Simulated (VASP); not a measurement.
# Tc (Fm-3m) in VASP: further runs

Runs on Tc. Level: PBEsol. Tasks: single point, relaxation of cell and atoms.

Program: VASP 6.6.1. These are calculated values, not measurements. Logs are shortened: lines on timing, memory, paths and dates and some standing lists are left out, and cuts for length are marked.

### 1 The cell of the first run

Symmetry: Fm-3m, No. 225, cubic system. The conventional cell has a = 3.833 Å, b = 3.833 Å, c = 3.833 Å, α = 90.00°, β = 90.00°, γ = 90.00°. Tc (site symmetry m-3m) has 12 Tc at 2.71 Å within 3.6 Å.

This isn't the form of Tc at room conditions, which is hcp.

### 2 Single point, PBEsol

INCAR

```
ALGO = Normal
EDIFF = 1E-6
ENCUT = 520
GGA = PS
ISIF = 2
ISMEAR = -1
LASPH = True
LCHARG = True
LELF = True
LREAL = False
LVHAR = True
LWAVE = False
NBANDS = 34
NELM = 80
PREC = Accurate
SIGMA = 0.1
```

KPOINTS

```
k-points
0
Gamma
  7 7 7
```

POSCAR

```
Tc
1.0
    3.8329918020      0.0000000000      0.0000000000
    0.0000000000      3.8329918020      0.0000000000
    0.0000000000      0.0000000000      3.8329918020
Tc
4
Direct
    0.0000000000      0.0000000000      0.0000000000
    0.0000000000      0.5000000000      0.5000000000
    0.5000000000      0.0000000000      0.5000000000
    0.5000000000      0.5000000000      0.0000000000
```

Potentials or basis: VASP PAW PBE potentials, release 64 (Tc_pv).

On the command line:

```bash
> cat potpaw_PBE.64/Tc_pv/POTCAR > POTCAR
> mpirun -np 1 vasp_std > vasp.out
```

OUTCAR:

```text
EDIFF = 1E-6
   ENCUT = 520
   GGA = PS
   ISIF = 2
   ISMEAR = -1
   LASPH = True
   LREAL = False
   NELM = 80
   PREC = Accurate

 ion  position               nearest neighbor table
   1  0.000  0.000  0.000-   2 2.71   3 2.71   4 2.71   2 2.71   3 2.71   2 2.71   4 2.71   2 2.71
                             3 2.71   4 2.71   3 2.71   4 2.71
   2  0.000  0.500  0.500-   1 2.71   3 2.71   4 2.71   1 2.71   4 2.71   1 2.71   3 2.71   1 2.71
                             3 2.71   4 2.71   4 2.71   3 2.71
   3  0.500  0.000  0.500-   1 2.71   2 2.71   4 2.71   1 2.71   4 2.71   2 2.71   4 2.71   4 2.71
                             1 2.71   2 2.71   1 2.71   2 2.71
   4  0.500  0.500  0.000-   1 2.71   2 2.71   3 2.71   2 2.71   3 2.71   1 2.71   3 2.71   3 2.71
                             1 2.71   2 2.71   2 2.71   1 2.71

  LATTYP: Found a simple cubic cell.
 ALAT       =     3.8329918020

  Lattice vectors:

 A1 = (   3.8329918020,   0.0000000000,   0.0000000000)
 A2 = (   0.0000000000,   3.8329918020,   0.0000000000)
 A3 = (   0.0000000000,   0.0000000000,   3.8329918020)

Analysis of symmetry for initial positions (statically):
=====================================================================
 Subroutine PRICEL returns following result:

  LATTYP: Found a face centered cubic cell.
 ALAT       =     3.8329918020

  Lattice vectors:

 A1 = (   1.9164959010,  -1.9164959010,   0.0000000000)
 A2 = (   1.9164959010,   0.0000000000,   1.9164959010)
 A3 = (   0.0000000000,  -1.9164959010,   1.9164959010)

   4 primitive cells build up your supercell.

 Routine SETGRP: Setting up the symmetry group for a
 simple cubic supercell.

 Subroutine GETGRP returns: Found 48 space group operations
 (whereof 48 operations were pure point group operations)
 out of a pool of 48 trial point group operations.

The static configuration has the point symmetry O_h .

Analysis of symmetry for dynamics (positions and initial velocities):
=====================================================================
 Subroutine PRICEL returns following result:

  LATTYP: Found a face centered cubic cell.
 ALAT       =     3.8329918020

  Lattice vectors:

 A1 = (   1.9164959010,  -1.9164959010,   0.0000000000)
 A2 = (   1.9164959010,   0.0000000000,   1.9164959010)
 A3 = (   0.0000000000,  -1.9164959010,   1.9164959010)

   4 primitive cells build up your supercell.

 Routine SETGRP: Setting up the symmetry group for a
 simple cubic supercell.

 Subroutine GETGRP returns: Found 48 space group operations
 (whereof 48 operations were pure point group operations)
 out of a pool of 48 trial point group operations.

The dynamic configuration has the point symmetry O_h .

 Subroutine INISYM returns: Found 48 space group operations
 (whereof 48 operations are pure point group operations),
 and found     4 'primitive' translations

----------------------------------------------------------------------------------------

                                     Primitive cell

  volume of cell :      14.0784

  direct lattice vectors                    reciprocal lattice vectors
     1.916495901 -1.916495901  0.000000000     0.260892809 -0.260892809 -0.260892809
     1.916495901  0.000000000  1.916495901     0.260892809  0.260892809  0.260892809
     0.000000000 -1.916495901  1.916495901    -0.260892809 -0.260892809  0.260892809

  length of vectors
     2.710334495  2.710334495  2.710334495     0.451879601  0.451879601  0.451879601

  position of ions in fractional coordinates (direct lattice)
     0.000000000  0.000000000  0.000000000

  ion indices of the primitive-cell ions
   primitive index   ion index
                 1           1

----------------------------------------------------------------------------------------

 KPOINTS: k-points

Automatic generation of k-mesh.
 Grid dimensions read from file:
 generate k-points for:    7    7    7

 Generating k-lattice:

  Cartesian coordinates                     Fractional coordinates (reciprocal lattice)
     0.037270401  0.000000000  0.000000000     0.142857143  0.000000000  0.000000000
     0.000000000  0.037270401  0.000000000     0.000000000  0.142857143  0.000000000
     0.000000000  0.000000000  0.037270401     0.000000000  0.000000000  0.142857143

  Length of vectors
     0.037270401  0.037270401  0.037270401

  Shift w.r.t. Gamma in fractional coordinates (k-lattice)
     0.000000000  0.000000000  0.000000000

 Subroutine IBZKPT returns following result:
 ===========================================

 Found     20 irreducible k-points:

 Following reciprocal coordinates:
            Coordinates               Weight
  0.000000  0.000000  0.000000      1.000000
  0.142857  0.000000  0.000000      6.000000
  0.285714  0.000000  0.000000      6.000000
  0.428571  0.000000  0.000000      6.000000
  0.142857  0.142857  0.000000     12.000000
  0.285714  0.142857  0.000000     24.000000
[... 12 lines left out ...]
  0.428571  0.428571  0.285714     24.000000
  0.428571  0.428571  0.428571      8.000000
   k-points           NKPTS =     20   k-points in BZ     NKDIM =     20   number of bands    NBANDS=     34
   number of dos      NEDOS =    301   number of ions     NIONS =      4
   total plane-waves  NPLWV =  27000
   dimension x,y,z NGX =    30 NGY =   30 NGZ =   30
   dimension x,y,z NGXF=    60 NGYF=   60 NGZF=   60
   ions per type =               4
   NGX,Y,Z   is equivalent  to a cutoff of  13.01, 13.01, 13.01 a.u.
   NGXF,Y,Z  is equivalent  to a cutoff of  26.02, 26.02, 26.02 a.u.
 SYSTEM =  unknown system
   PREC   = accura    normal or accurate (medium, high low for compatibility)
   ISTART =      0    job   : 0-new  1-cont  2-samecut
   ICHARG =      2    charge: 1-file 2-atom 10-const
   ISPIN  =      1    spin polarized calculation?
   LNONCOLLINEAR =      F non collinear calculations
   LSORBIT =      F    spin-orbit coupling
   LASPH  =      T    aspherical Exc in radial PAW
   ENCUT  =  520.0 eV  38.22 Ry    6.18 a.u.   7.13  7.13  7.13*2*pi/ulx,y,z
   NELM   =     80;   NELMIN=  2; NELMDL= -5     # of ELM steps
   EDIFF  = 0.1E-05   stopping-criterion for ELM
   LREAL  =      F    real-space projection
   EDIFFG = 0.1E-04   stopping-criterion for IOM
   NSW    =      0    number of steps for IOM
   IBRION =     -1    ionic relax: 0-MD 1-quasi-New 2-CG
   NFREE  =      0    steps in history (QN), initial steepest desc. (CG)
   ISIF   =      2    stress and relaxation
   ISYM   =      2    0-nonsym 1-usesym 2-fastsym
   POTIM  = 0.5000    time-step for ionic-motion
   TEBEG  =    0.0;   TEEND  =   0.0 temperature during run
   PSTRESS=    0.0 pullay stress
   NELECT =      52.0000    total number of electrons
   NUPDOWN=      -1.0000    fix difference up-down
   EMIN   =  10.00;   EMAX   =-10.00  energy-range for DOS
   EFERMI =   0.00;   METHOD = LEGACY
   ISMEAR =    -1;   SIGMA  =   0.10  broadening in eV -4-tet -1-fermi 0-gaus
   EFERMI_NEDOS =   21; number of points for ismear=-14 and -15
   IALGO  =     38    algorithm
   IMIX   =      4    mixing-type and parameters
     AMIX     =   0.40;   BMIX     =  1.00
     AMIX_MAG =   1.60;   BMIX_MAG =  1.00
  volume/ion in A,a.u.               =      14.08        95.01
  Fermi-wavevector in a.u.,A,eV,Ry     =   1.594183  3.012568 34.578092  2.541418
  Thomas-Fermi vector in A             =   2.692297
   LORBIT       =      0    0 simple, 1 ext, 2 COOP (PROOUT), +10 PAW based schemes
   GGA     = PS    functional components
   LHFCALC =     F    Hartree Fock is set to
   AEXX    =    0.0000 exact exchange contribution
   IVDW    =     0    specifies the selected vdW correction
   LEPSILON=     F    determine dielectric tensor
   LRPA    =     F    only Hartree local field effects (RPA)
 non-spin polarized calculation
  energy-cutoff  :      520.00
  volume of cell :       56.31
 maximum number of plane-waves:      1528
 NGX is ok and might be reduce to    30
   NGX = 15   NGY = 15   NGZ = 15

 number of electron      52.0000019 magnetization

 Free energy of the ion-electron system (eV)
  ---------------------------------------------------
  ext. energy  EPLUGINS =         0.00000000
  ---------------------------------------------------
  free energy    TOTEN  =       -44.86899040 eV

  energy without entropy =      -44.74007987  energy(sigma->0) =      -44.80453513

 E-fermi :  12.9307     XC(G=0): -14.0407

 val. band max:       12.9012902943   @ k =   0.4286   0.2857   0.1429
 cond. band min:      12.9721829431   @ k =   0.4286   0.1429   0.1429
 fundamental gap:      0.0708926488
 Fermi energy:        12.9307451297

 k-point     1 :       0.0000    0.0000    0.0000
  band No.  band energies     occupation
      1     -26.5413      2.00000
      2     -26.5413      2.00000
      3     -26.5413      2.00000
      4     -25.7590      2.00000
      5     -25.7590      2.00000
      6     -25.7590      2.00000
[... 26 lines left out ...]
     33      16.5664      0.00000
     34      16.9375      0.00000

 k-point     2 :       0.1429    0.0000    0.0000
  band No.  band energies     occupation
      1     -26.5043      2.00000
      2     -26.5043      2.00000
      3     -26.4847      2.00000
      4     -25.7996      2.00000
      5     -25.7996      2.00000
      6     -25.7630      2.00000
[... 26 lines left out ...]
     33      16.5658      0.00000
     34      16.5658      0.00000

 k-point     3 :       0.2857    0.0000    0.0000
  band No.  band energies     occupation
      1     -26.3999      2.00000
      2     -26.3999      2.00000
      3     -26.3232      2.00000
      4     -25.9124      2.00000
      5     -25.9124      2.00000
      6     -25.7722      2.00000
[... 26 lines left out ...]
     33      16.5684      0.00000
     34      16.5684      0.00000
[... 556 lines left out ...]
 k-point    19 :       0.4286    0.4286    0.2857
  band No.  band energies     occupation
      1     -26.5380      2.00000
      2     -26.5108      2.00000
      3     -26.5108      2.00000
      4     -26.4433      2.00000
      5     -25.6418      2.00000
      6     -25.5824      2.00000
[... 26 lines left out ...]
     33      16.2058      0.00000
     34      17.5015      0.00000

 k-point    20 :       0.4286    0.4286    0.4286
  band No.  band energies     occupation
      1     -26.6022      2.00000
      2     -26.6022      2.00000
      3     -26.6022      2.00000
      4     -26.5674      2.00000
      5     -25.4947      2.00000
      6     -25.4947      2.00000
[... 26 lines left out ...]
     33      15.9756      0.00000
     34      16.7700      0.00000

------------------------ aborting loop because EDIFF is reached ----------------------------------------

  FORCE on cell =-STRESS in cart. coord.  units (eV):
  Direction    XX          YY          ZZ          XY          YZ          ZX
  --------------------------------------------------------------------------------------
  -------------------------------------------------------------------------------------
  Total       -0.2421111     -0.2421111     -0.2421111      0.0000000      0.0000000      0.0000000
  in kB       -6.8882938     -6.8882938     -6.8882938      0.0000000      0.0000000      0.0000000
  external PRESSURE =      -6.8882938 kB  Pullay stress =       0.0000000 kB

 VOLUME and BASIS-vectors are now :
 -----------------------------------------------------------------------------
  energy-cutoff  :      520.00
  volume of cell :       56.31
      direct lattice vectors                 reciprocal lattice vectors
     3.832991802  0.000000000  0.000000000     0.260892809  0.000000000  0.000000000
     0.000000000  3.832991802  0.000000000     0.000000000  0.260892809  0.000000000
     0.000000000  0.000000000  3.832991802     0.000000000  0.000000000  0.260892809

 POSITION                                       TOTAL-FORCE (eV/Angst)
 -----------------------------------------------------------------------------------
      0.00000      0.00000      0.00000        -0.000000     -0.000000      0.000000
      0.00000      1.91650      1.91650        -0.000000      0.000000      0.000000
      1.91650      0.00000      1.91650        -0.000000     -0.000000     -0.000000
      1.91650      1.91650      0.00000         0.000000     -0.000000     -0.000000
 -----------------------------------------------------------------------------------
    total drift:                                0.000000      0.000000     -0.000000

  FREE ENERGIE OF THE ION-ELECTRON SYSTEM (eV)
  ---------------------------------------------------
  free  energy   TOTEN  =       -44.8689903955 eV

  energy  without entropy=      -44.7400798710  energy(sigma->0) =      -44.80453513
```

Wall time 46 s (1 thread of Intel Xeon 8259CL, shared host); peak memory 0.18 GiB.

What came out:

| Item | Value |
| --- | --- |
| Free energy | -44.8690 eV |
| Pressure | -0.7 GPa |
| Band gap on the k mesh | zero (bands 26 and 27 overlap by 3.79 eV) |

Caveat: the PAW data sets were made with another functional, which shifts forces and pressure a little.

### 3 Relaxation of cell and atoms, PBEsol

This run uses another cell than the first one, of 14.27 Å³/atom.

INCAR

```
SYSTEM = Tc
  PREC = Accurate
  ENCUT = 600
  EDIFF = 1E-6
  ISMEAR = -1
  SIGMA = 0.1
  LREAL = .False.
  LASPH = .True.
  NELM = 60
  ALGO = Normal
  ISIF = 3
  LWAVE = .False.
  LCHARG = .False.
  GGA = PS
  IBRION = 2
  NSW = 60
  EDIFFG = -0.02
```

KPOINTS

```
Automatic mesh
0
Gamma
  7 7 7
  0 0 0
```

POSCAR

```
Tc
1.0
    3.8500000000      0.0000000000      0.0000000000
    0.0000000000      3.8500000000      0.0000000000
    0.0000000000      0.0000000000      3.8500000000
Tc
4
Direct
    0.0000000000      0.0000000000      0.0000000000
    0.0000000000      0.5000000000      0.5000000000
    0.5000000000      0.0000000000      0.5000000000
    0.5000000000      0.5000000000      0.0000000000
```

Potentials or basis: VASP PAW PBE potentials, release 64 (Tc_pv).

On the command line:

```bash
> cat potpaw_PBE.64/Tc_pv/POTCAR > POTCAR
> mpirun -np 1 vasp_std > vasp.out
```

It took 1.9 min on 1 thread of Intel Xeon 8259CL, shared host; peak memory 0.2 GiB.

It converged, with:

| Item | Value |
| --- | --- |
| Free energy | -44.8715 eV |
| Relaxed volume | 14.06 Å³/atom |
| Relaxed cell | a = 3.831 Å, b = 3.831 Å, c = 3.831 Å, α = 90.00°, β = 90.00°, γ = 90.00° |
| Space group after relaxing (to 0.1 Å) | Fm-3m (No. 225) |
| Energy gained by relaxing | 3.2 meV/atom |
| Ionic steps | 3 |
| Pressure after relaxing | -0.1 GPa |
| Band gap on the k mesh | zero (bands 26 and 27 overlap by 3.80 eV) |

The path:
| step | energy change (eV) | largest force (eV/Å) | pressure (GPa) | volume (Å³) |
| --- | --- | --- | --- | --- |
| 1 | 0.0000 | 0.0000 | -4.75 | 57.07 |
| 2 | 0.1175 | 0.0000 | 17.03 | 53.65 |
| 3 | -0.0129 | 0.0000 | -0.10 | 56.23 |

Final structure:
```yaml
crystal:
  lattice:
    - [3.83108, 0.00000, 0.00000]
    - [0.00000, 3.83108, 0.00000]
    - [0.00000, 0.00000, 3.83108]
  atoms:
    - { symbol: Tc, position: [0.00000, 0.00000, 0.00000] }
    - { symbol: Tc, position: [0.00000, 0.50000, 0.50000] }
    - { symbol: Tc, position: [0.50000, 0.00000, 0.50000] }
    - { symbol: Tc, position: [0.50000, 0.50000, 0.00000] }
```

Levels at points of the mesh, in eV from the Fermi level:
```
           k point  band 22  band 23  band 24  band 25  band 26  band 27  band 28  band 29
(0.00, 0.00, 0.00)    -1.80     0.91     0.91     2.98     2.98     2.98     3.64     3.64
```

Caveat: the PAW data sets were made with another functional, which shifts forces and pressure a little.
